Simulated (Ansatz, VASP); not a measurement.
## SnW2 in VASP and in Ansatz

```xyz
3
Lattice="-1.6621 1.6621 4.7721 1.6621 -1.6621 4.7721 1.6621 1.6621 -4.7721" Properties=species:S:1:pos:R:3 pbc="T T T"
Sn    0.0000    0.0000    0.0000
W     0.0000    0.0000    6.4715
W     0.0000    0.0000    3.0726
```

Alike in both runs: functional PBE; k mesh 6 × 6 × 6; occupations gaussian, width 0.1 eV; no spin polarisation.

Ansatz relaxed the structure, and its values are those at the end. VASP's run is a single point on that final structure, the one shown.

|  | VASP | Ansatz |
| --- | --- | --- |
| version | VASP 6.6.1 | Ansatz 0.2.0 |
| potentials or method | VASP PAW PBE potentials, release 64 (Sn_d, W_sv), cutoff 520 eV | scalar-relativistic, plane waves, PAW |
| valence electrons in the cell | 42 | 42 |

Ansatz gave:

| Property | Result |
| --- | --- |
| gap on the k mesh at the Fermi level (eV) | none |
| pressure (GPa) | 0.1 |
| rms of the force components (eV/Å) | 0.002 |

Task: What did VASP give for the same quantities?

Result: gap on the k mesh at the Fermi level (eV): none; pressure (GPa): 0.4; rms of the force components (eV/Å): 0.006.

A gap of «none» marks a metal or a gap that the smearing closes.

The k mesh is coarse, so the values compare programs but aren't converged. Neither program's run includes spin-orbit coupling.
